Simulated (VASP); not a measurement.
A run of VASP 6.6.1:

INCAR

```
PREC = Accurate
ENCUT = 600
EDIFF = 1E-6
ISMEAR = 0
SIGMA = 0.05
LREAL = F
LASPH = T
NELM = 200
ALGO = Normal
ISIF = 2
LWAVE = F
LCHARG = F
ISPIN = 2
MAGMOM = 2.86 0
LORBIT = 11
LMAXMIX = 4
LDAU = T
LDAUTYPE = 2
LDAUL = 2 -1
LDAUU = 3.3 0
LDAUJ = 0 0
LDAUPRINT = 1
GGA = B5
ALDAX = 1.0
AGGAX = 1.0
AGGAC = 1.0
ALDAC = 0.0
NBANDS = 22
GGA_COMPAT = F
```

File KPOINTS:

```
regular mesh
0
Gamma
  10 10 10
```

POSCAR

```
CoO
1.0
    0.0000000000      2.1315016559      2.1315016559
    2.1315016559      0.0000000000      2.1315016559
    2.1315016559      2.1315016559      0.0000000000
Co O
1 1
Direct
    0.0000000000      0.0000000000      0.0000000000
    0.5000000000      0.5000000000      0.5000000000
```

Potentials or basis: VASP PAW PBE potentials, release 64 (Co_sv, O).

Command:

```console
$ cat potpaw_PBE.64/Co_sv/POTCAR potpaw_PBE.64/O/POTCAR > POTCAR
$ mpirun -np 1 vasp_std > vasp.out
```

Hardware: 1 thread of Intel(R) Xeon(R) Platinum 8488C (Sapphire Rapids), with other jobs on the host.

Q: How long does it take, and how much memory?

A: Wall time 44 s on 1 thread of Intel(R) Xeon(R) Platinum 8488C (Sapphire Rapids), with other jobs on the host, peak memory 0.17 GiB. Counts: scf iterations 15, k points 47.
